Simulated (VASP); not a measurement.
Crystal: Zr3SN4.

```
Zr S N
1.0
     5.01754    0.00000    0.00000
     0.00000    5.01754    0.00000
     0.00000    0.00000    5.01754
Zr S N
3 1 4
Direct
  0.00000 0.50000 0.50000
  0.50000 0.50000 0.00000
  0.50000 0.00000 0.50000
  0.00000 0.00000 0.00000
  0.76239 0.76239 0.23761
  0.76239 0.23761 0.76239
  0.23761 0.76239 0.76239
  0.23761 0.23761 0.23761
```

The cell was generated, and may not be a known phase.

```yaml
Program: VASP 6.6.1
Task: relaxation of cell and atoms
Functional: PBE
Potentials_or_basis: VASP PAW PBE potentials, release 64 (Zr_sv, S, N)
Cutoff: 600 eV
k_mesh: 4 × 4 × 4
Occupations: gaussian, width 0.1 eV
Spin: no spin polarisation
```

At the start: pressure -10.0 GPa; volume 15.79 Å³/atom.

**Question.** Where does the relaxation end?

**Answer.** Over 13 steps the energy falls by 222.9 meV/atom and the volume is 16.23 Å³/atom (+2.8 %); space group P-43m (No. 215, to 0.1 Å) before and after.

The path:
```tsv
step	energy change (eV)	largest force (eV/Å)	pressure (GPa)	volume (Å³)
1	0.0000	1.2237	-9.96	126.32
2	-0.0275	0.1457	15.92	109.20
3	-0.3837	0.7392	1.37	117.16
4	-0.3838	0.7283	1.64	116.99
5	-0.5073	0.8051	1.96	117.93
6	-0.9387	0.9187	2.58	120.79
7	-1.7153	0.3565	2.21	126.65
8	0.5120	2.8744	-2.15	138.93
9	-1.7713	0.1217	2.06	128.22
10	-1.4734	0.1579	-9.20	140.21
11	-1.7820	0.0730	-0.02	130.06
12	-1.7820	0.0747	0.05	130.00
13	-1.7834	0.0073	-0.02	129.88
```

Final structure:
```yaml
crystal:
  lattice:
    - [5.06417, 0.00000, 0.00000]
    - [0.00000, 5.06417, 0.00000]
    - [0.00000, 0.00000, 5.06417]
  atoms:
    - { symbol: Zr, position: [0.00000, 0.50000, 0.50000] }
    - { symbol: Zr, position: [0.50000, 0.50000, 0.00000] }
    - { symbol: Zr, position: [0.50000, 0.00000, 0.50000] }
    - { symbol: S, position: [0.00000, 0.00000, 0.00000] }
    - { symbol: N, position: [0.70866, 0.70866, 0.29134] }
    - { symbol: N, position: [0.70866, 0.29134, 0.70866] }
    - { symbol: N, position: [0.29134, 0.70866, 0.70866] }
    - { symbol: N, position: [0.29134, 0.29134, 0.29134] }
```
